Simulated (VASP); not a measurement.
# Te2Pt (P-3m1) in VASP: further runs

Runs on Te2Pt. Level: PBE. Tasks: single point.

Everything below comes from runs of VASP 6.6.1. Logs are shortened: lines on timing, memory, paths and dates and some standing lists are left out, and cuts for length are marked.

### Step 1. The cell of the first run

It takes space group P-3m1 (No. 164, trigonal). Conventional cell: a = 4.199 Å, b = 4.199 Å, c = 5.534 Å, α = 90.00°, β = 90.00°, γ = 120.00°. Te (site symmetry 3m) has 3 Pt at 2.80 Å and 6 Te at 3.66 to 3.70 Å within 3.8 Å. Pt (site symmetry -3m) has 6 Te at 2.80 Å within 3.7 Å.

### Step 2. Single point, PBE, collinear spin (28.17 Å³/atom)

The input, INCAR:

```
PREC = Accurate ; ENCUT = 500
EDIFF = 1E-6 ; ISMEAR = 0
SIGMA = 0.15 ; LREAL = F
LASPH = T ; NELM = 200
ALGO = Normal ; ISIF = 2
LWAVE = F ; LCHARG = T
ISPIN = 2 ; MAGMOM = 0 0 0.188
LORBIT = 11 ; NUPDOWN = 0.1875
LMAXMIX = 4 ; GGA = PE
LELF = T ; LVHAR = T
NBANDS = 22 ; GGA_COMPAT = F
```

The input, KPOINTS:

```
Automatic mesh
0
Gamma
  12 12 8
```

The input, POSCAR:

```
Te2Pt
1.0
    4.1991571964      0.0000000000      0.0000000000
   -2.0995785982      3.6365768066      0.0000000000
    0.0000000000      0.0000000000      5.5341790286
Te Pt
2 1
Direct
    0.3333333333      0.6666666667      0.2528728645
    0.6666666667      0.3333333333      0.7471271355
    0.0000000000      0.0000000000      0.0000000000
```

Potentials or basis: VASP PAW PBE potentials, release 64 (Te, Pt).

On the command line:

```
> cat potpaw_PBE.64/Te/POTCAR potpaw_PBE.64/Pt/POTCAR > POTCAR
> mpirun -np 1 vasp_std > vasp.out
```

OUTCAR:

```text
PREC = Accurate
   ENCUT = 500
   EDIFF = 1E-6
   ISMEAR = 0
   LREAL = F
   LASPH = T
   NELM = 200
   ISIF = 2
   ISPIN = 2
   LORBIT = 11
   NUPDOWN = 0.1875
   GGA = PE

 ion  position               nearest neighbor table
   1  0.333  0.667  0.253-   3 2.80   3 2.80   3 2.80   2 3.66   2 3.66   2 3.66
   2  0.667  0.333  0.747-   3 2.80   3 2.80   3 2.80   1 3.66   1 3.66   1 3.66
   3  0.000  0.000  0.000-   1 2.80   2 2.80   2 2.80   1 2.80   2 2.80   1 2.80

  LATTYP: Found a hexagonal cell.
 ALAT       =     4.1991571964
 C/A-ratio  =     1.3179261385

  Lattice vectors:

 A1 = (   4.1991571964,   0.0000000000,   0.0000000000)
 A2 = (  -2.0995785982,   3.6365768066,   0.0000000000)
 A3 = (   0.0000000000,   0.0000000000,   5.5341790286)

Analysis of symmetry for initial positions (statically):
=====================================================================
 Subroutine PRICEL returns:
 Original cell was already a primitive cell.

 Routine SETGRP: Setting up the symmetry group for a
 hexagonal supercell.

 Subroutine GETGRP returns: Found 12 space group operations
 (whereof 12 operations were pure point group operations)
 out of a pool of 24 trial point group operations.

The static configuration has the point symmetry D_3d.

Analysis of symmetry for dynamics (positions and initial velocities):
=====================================================================
 Subroutine PRICEL returns:
 Original cell was already a primitive cell.

 Routine SETGRP: Setting up the symmetry group for a
 hexagonal supercell.

 Subroutine GETGRP returns: Found 12 space group operations
 (whereof 12 operations were pure point group operations)
 out of a pool of 24 trial point group operations.

The dynamic configuration has the point symmetry D_3d.

Analysis of structural, dynamic, and magnetic symmetry:
=====================================================================
 Subroutine PRICEL returns:
 Original cell was already a primitive cell.

 Routine SETGRP: Setting up the symmetry group for a
 hexagonal supercell.

 Subroutine GETGRP returns: Found 12 space group operations
 (whereof 12 operations were pure point group operations)
 out of a pool of 24 trial point group operations.

The overall configuration has the point symmetry D_3d.

 Subroutine INISYM returns: Found 12 space group operations
 (whereof 12 operations are pure point group operations),
 and found     1 'primitive' translations

----------------------------------------------------------------------------------------

                                     Primitive cell

  volume of cell :      84.5100

  direct lattice vectors                    reciprocal lattice vectors
     4.199157196  0.000000000  0.000000000     0.238143026  0.137491940  0.000000000
    -2.099578598  3.636576807  0.000000000     0.000000000  0.274983880  0.000000000
     0.000000000  0.000000000  5.534179029     0.000000000  0.000000000  0.180695275

  length of vectors
     4.199157196  4.199157196  5.534179029     0.274983880  0.274983880  0.180695275

  position of ions in fractional coordinates (direct lattice)
     0.333333333  0.666666667  0.252872864
     0.666666667  0.333333333  0.747127136
     0.000000000  0.000000000  0.000000000

  ion indices of the primitive-cell ions
   primitive index   ion index
                 1           1
                 2           2
                 3           3

----------------------------------------------------------------------------------------

 KPOINTS: Automatic mesh

Automatic generation of k-mesh.
 Grid dimensions read from file:
 generate k-points for:   12   12    8

 Generating k-lattice:

  Cartesian coordinates                     Fractional coordinates (reciprocal lattice)
     0.019845252  0.011457662  0.000000000     0.083333333  0.000000000  0.000000000
     0.000000000  0.022915323  0.000000000     0.000000000  0.083333333  0.000000000
     0.000000000  0.000000000  0.022586909     0.000000000  0.000000000  0.125000000

  Length of vectors
     0.022915323  0.022915323  0.022586909

  Shift w.r.t. Gamma in fractional coordinates (k-lattice)
     0.000000000  0.000000000  0.000000000

 Subroutine IBZKPT returns following result:
 ===========================================

 Found    131 irreducible k-points:

 Following reciprocal coordinates:
            Coordinates               Weight
  0.000000  0.000000  0.000000      1.000000
  0.083333  0.000000  0.000000      6.000000
  0.166667  0.000000  0.000000      6.000000
  0.250000  0.000000  0.000000      6.000000
  0.333333  0.000000  0.000000      6.000000
  0.416667  0.000000  0.000000      6.000000
[... 16 lines left out ...]
  0.166667  0.000000  0.125000      6.000000
  0.000000  0.166667  0.125000      6.000000
 [... further k-points ...]
   k-points           NKPTS =    131   k-points in BZ     NKDIM =    131   number of bands    NBANDS=     22
   number of dos      NEDOS =    301   number of ions     NIONS =      3
   total plane-waves  NPLWV =  40960
   dimension x,y,z NGX =    32 NGY =   32 NGZ =   40
   dimension x,y,z NGXF=    64 NGYF=   64 NGZF=   80
   ions per type =               2   1
   NGX,Y,Z   is equivalent  to a cutoff of  12.67, 12.67, 12.02 a.u.
   NGXF,Y,Z  is equivalent  to a cutoff of  25.34, 25.34, 24.03 a.u.
 SYSTEM =  unknown system
   PREC   = accura    normal or accurate (medium, high low for compatibility)
   ISTART =      0    job   : 0-new  1-cont  2-samecut
   ICHARG =      2    charge: 1-file 2-atom 10-const
   ISPIN  =      2    spin polarized calculation?
   LNONCOLLINEAR =      F non collinear calculations
   LSORBIT =      F    spin-orbit coupling
   LASPH  =      T    aspherical Exc in radial PAW
   ENCUT  =  500.0 eV  36.75 Ry    6.06 a.u.   7.66  7.66 10.09*2*pi/ulx,y,z
   NELM   =    200;   NELMIN=  2; NELMDL= -5     # of ELM steps
   EDIFF  = 0.1E-05   stopping-criterion for ELM
   LREAL  =      F    real-space projection
[... 7 lines left out ...]
   TEBEG  =    0.0;   TEEND  =   0.0 temperature during run
   PSTRESS=    0.0 pullay stress
   NELECT =      22.0000    total number of electrons
   NUPDOWN=       0.1875    fix difference up-down
   EMIN   =  10.00;   EMAX   =-10.00  energy-range for DOS
   EFERMI =   0.00;   METHOD = LEGACY
   ISMEAR =     0;   SIGMA  =   0.15  broadening in eV -4-tet -1-fermi 0-gaus
   EFERMI_NEDOS =   21; number of points for ismear=-14 and -15
   IALGO  =     38    algorithm
   IMIX   =      4    mixing-type and parameters
     AMIX     =   0.40;   BMIX     =  1.00
     AMIX_MAG =   1.60;   BMIX_MAG =  1.00
  volume/ion in A,a.u.               =      28.17       190.10
  Fermi-wavevector in a.u.,A,eV,Ry     =   1.045313  1.975355 14.866804  1.092679
  Thomas-Fermi vector in A             =   2.180103
   LORBIT       =     11    0 simple, 1 ext, 2 COOP (PROOUT), +10 PAW based schemes
   GGA     = PE    functional components
   LHFCALC =     F    Hartree Fock is set to
   AEXX    =    0.0000 exact exchange contribution
   IVDW    =     0    specifies the selected vdW correction
   LEPSILON=     F    determine dielectric tensor
   LRPA    =     F    only Hartree local field effects (RPA)
 spin polarized calculation
 Gauss-broadening in eV      SIGMA  =   0.15
  energy-cutoff  :      500.00
  volume of cell :       84.51
 maximum number of plane-waves:      2187
 NGX is ok and might be reduce to    32
   NGX = 15   NGY = 15   NGZ = 21

 number of electron      22.0000002 magnetization       0.1875000

 Free energy of the ion-electron system (eV)
  ---------------------------------------------------
  ext. energy  EPLUGINS =         0.00000000
  ---------------------------------------------------
  free energy    TOTEN  =       -13.42830581 eV

  energy without entropy =      -13.41297989  energy(sigma->0) =      -13.42064285

 E-fermi :   6.5638     XC(G=0):  -9.8403

 val. band max:        6.7950461513   @ k =  -0.1667   0.4167   0.2500
 cond. band min:       6.5695457217   @ k =   0.0000   0.0000   0.2500
 fundamental gap:     -0.2255004296
 Fermi energy:         6.7961845020

 spin component 1

 k-point     1 :       0.0000    0.0000    0.0000
  band No.  band energies     occupation
      1      -6.2856      1.00000
      2      -3.7769      1.00000
      3       0.9485      1.00000
      4       1.7973      1.00000
      5       1.7973      1.00000
      6       3.5409      1.00000
[... 14 lines left out ...]
     21      16.2449      0.00000
     22      16.2449      0.00000

 k-point     2 :       0.0833    0.0000    0.0000
  band No.  band energies     occupation
      1      -6.2237      1.00000
      2      -3.8002      1.00000
      3       1.0231      1.00000
      4       1.8313      1.00000
      5       1.8381      1.00000
      6       3.4831      1.00000
[... 14 lines left out ...]
     21      16.1887      0.00000
     22      16.7050      0.00000

 k-point     3 :       0.1667    0.0000    0.0000
  band No.  band energies     occupation
      1      -6.0430      1.00000
      2      -3.8682      1.00000
      3       1.2369      1.00000
      4       1.9274      1.00000
      5       1.9600      1.00000
      6       3.2320      1.00000
[... 14 lines left out ...]
     21      16.6889      0.00000
     22      17.3137      0.00000
[... 476 lines left out ...]
 k-point    23 :       0.1667    0.0000    0.1250
  band No.  band energies     occupation
      1      -5.9866      1.00000
      2      -3.9955      1.00000
      3       1.3561      1.00000
      4       1.9647      1.00000
      5       1.9937      1.00000
      6       3.2798      1.00000
[... 14 lines left out ...]
     21      16.9089      0.00000
     22      16.9827      0.00000

 k-point    24 :       0.0000    0.1667    0.1250
  band No.  band energies     occupation
      1      -5.9916      1.00000
      2      -3.9774      1.00000
      3       1.2528      1.00000
      4       1.9033      1.00000
      5       2.1036      1.00000
      6       3.1489      1.00000
[... 14 lines left out ...]
     21      16.1926      0.00000
     22      17.0024      0.00000

 [... further k-points ...]

 spin component 2

 k-point     1 :       0.0000    0.0000    0.0000
  band No.  band energies     occupation
      1      -6.2480      1.00000
      2      -3.7378      1.00000
      3       0.9892      1.00000
      4       1.8397      1.00000
      5       1.8397      1.00000
      6       3.5712      1.00000
[... 14 lines left out ...]
     21      16.2888      0.00000
     22      16.2888      0.00000

 k-point     2 :       0.0833    0.0000    0.0000
  band No.  band energies     occupation
      1      -6.1860      1.00000
      2      -3.7609      1.00000
      3       1.0637      1.00000
      4       1.8741      1.00000
      5       1.8797      1.00000
      6       3.5143      1.00000
[... 14 lines left out ...]
     21      16.2277      0.00000
     22      16.7425      0.00000

 k-point     3 :       0.1667    0.0000    0.0000
  band No.  band energies     occupation
      1      -6.0051      1.00000
      2      -3.8286      1.00000
      3       1.2770      1.00000
      4       1.9713      1.00000
      5       1.9989      1.00000
      6       3.2667      1.00000
[... 14 lines left out ...]
     21      16.7285      0.00000
     22      17.3458      0.00000
[... 476 lines left out ...]
 k-point    23 :       0.1667    0.0000    0.1250
  band No.  band energies     occupation
      1      -5.9487      1.00000
      2      -3.9557      1.00000
      3       1.3965      1.00000
      4       2.0087      1.00000
      5       2.0317      1.00000
      6       3.3136      1.00000
[... 14 lines left out ...]
     21      16.9351      0.00000
     22      17.0129      0.00000

 k-point    24 :       0.0000    0.1667    0.1250
  band No.  band energies     occupation
      1      -5.9537      1.00000
      2      -3.9377      1.00000
      3       1.2932      1.00000
      4       1.9474      1.00000
      5       2.1422      1.00000
      6       3.1837      1.00000
[... 14 lines left out ...]
     21      16.2363      0.00000
     22      17.0477      0.00000

 [... further k-points ...]
[... 5 lines left out ...]
  --------------------------------------------------------------------------------------
  -------------------------------------------------------------------------------------
  Total       -3.5859146     -3.5859146     -2.5708715      0.0000000      0.0000000      0.0000000
  in kB      -67.9833277    -67.9833277    -48.7396990      0.0000000      0.0000000      0.0000000
  external PRESSURE =     -61.5687848 kB  Pullay stress =       0.0000000 kB

 VOLUME and BASIS-vectors are now :
 -----------------------------------------------------------------------------
  energy-cutoff  :      500.00
  volume of cell :       84.51
      direct lattice vectors                 reciprocal lattice vectors
     4.199157196  0.000000000  0.000000000     0.238143026  0.137491940  0.000000000
    -2.099578598  3.636576807  0.000000000     0.000000000  0.274983880  0.000000000
     0.000000000  0.000000000  5.534179029     0.000000000  0.000000000  0.180695275

 POSITION                                       TOTAL-FORCE (eV/Angst)
 -----------------------------------------------------------------------------------
     -0.00000      2.42438      1.39944         0.000000      0.000000     -0.640867
      2.09958      1.21219      4.13474        -0.000000     -0.000000      0.640867
      0.00000      0.00000      0.00000        -0.000000      0.000000      0.000000
 -----------------------------------------------------------------------------------
    total drift:                                0.000000     -0.000000      0.000000

  FREE ENERGIE OF THE ION-ELECTRON SYSTEM (eV)
  ---------------------------------------------------
  free  energy   TOTEN  =       -13.4283058138 eV

  energy  without entropy=      -13.4129798905  energy(sigma->0) =      -13.42064285

 total charge

# of ion       s       p       d       tot
------------------------------------------
    1        1.400   1.812   0.049   3.261
    2        1.400   1.812   0.049   3.261
    3        0.620   0.509   8.023   9.151
--------------------------------------------------
tot          3.420   4.133   8.120  15.674

 magnetization (x)

# of ion       s       p       d       tot
------------------------------------------
    1        0.004   0.030   0.001   0.035
    2        0.004   0.030   0.001   0.035
    3        0.000   0.003   0.056   0.060
--------------------------------------------------
tot          0.008   0.062   0.058   0.129
```

It took 2.5 min on 1 thread of Intel Xeon 6975P-C (Granite Rapids), shared host; peak memory 0.47 GiB.

What came out:

| Quantity | Value |
| --- | --- |
| Free energy | -13.4283 eV |
| Pressure | -6.2 GPa |
| Largest force | 0.641 eV/Å |
| Net moment | 0.19 μB per cell |
| Site moments | Te +0.04; Pt +0.06 μB |
| Valence electrons inside the program's atomic spheres | Te 3.26; Pt 9.15 |

Forces in eV/Å, atoms in the order of the input:
```
Te   0.000  0.000 -0.641
Te   0.000  0.000  0.641
Pt   0.000  0.000  0.000
```

Stress tensor (GPa, compression positive):
```
-6.80  0.00  0.00
 0.00 -6.80  0.00
 0.00  0.00 -4.87
```

Caveat: the cell stands under tension; spin-orbit coupling is left out, which moves the levels of the heavy elements; the total moment is fixed, so each spin has its own Fermi level and the state may be an excited one.

### Step 3. Single point, PBE, collinear spin (23.84 Å³/atom)

This run uses another cell than the first one, of 23.84 Å³/atom.

The input, INCAR:

```
PREC = Accurate ; ENCUT = 500
EDIFF = 1E-6 ; ISMEAR = 0
SIGMA = 0.15 ; LREAL = F
LASPH = T ; NELM = 200
ALGO = Normal ; ISIF = 2
LWAVE = F ; LCHARG = F
ISPIN = 2 ; MAGMOM = 0 0 0.438
LORBIT = 11 ; NUPDOWN = 0.4375
LMAXMIX = 4 ; GGA = PE
NBANDS = 22 ; GGA_COMPAT = F
```

The input, KPOINTS:

```
regular mesh
0
Gamma
  12 12 8
```

The input, POSCAR:

```
Te2Pt
1.0
    3.9717110281      0.0000000000      0.0000000000
   -1.9858555140      3.4396026469      0.0000000000
    0.0000000000      0.0000000000      5.2344217783
Te Pt
2 1
Direct
    0.3333333333      0.6666666667      0.2528728645
    0.6666666667      0.3333333333      0.7471271355
    0.0000000000      0.0000000000      0.0000000000
```

Potentials or basis: VASP PAW PBE potentials, release 64 (Te, Pt).

On the command line:

```
> cat potpaw_PBE.64/Te/POTCAR potpaw_PBE.64/Pt/POTCAR > POTCAR
> mpirun -np 1 vasp_std > vasp.out
```

Wall time 2.2 min (1 thread of AMD EPYC 9R45 (Zen 5), shared host); peak memory 0.39 GiB.

The run converged. Its results:

- Free energy: -13.3241 eV
- Pressure: 9.9 GPa
- Largest force: 1.026 eV/Å
- Net moment: 0.44 μB per cell
- Site moments: Te +0.09; Pt +0.13 μB
- Valence electrons inside the program's atomic spheres: Te 3.36; Pt 9.54

Forces on the atoms (eV/Å):
```
Te   0.000  0.000  1.026
Te   0.000  0.000 -1.026
Pt   0.000  0.000  0.000
```

Stress tensor (GPa, compression positive):
```
10.88  0.00  0.00
 0.00 10.88  0.00
 0.00  0.00  8.00
```

Caveat: the cell stands under pressure; spin-orbit coupling is left out, which moves the levels of the heavy elements; the total moment is fixed, so each spin has its own Fermi level and the state may be an excited one; forces of over 1 eV/Å act on the atoms, so gaps and moduli don't describe the material at rest.

[end of part 1 of 2]
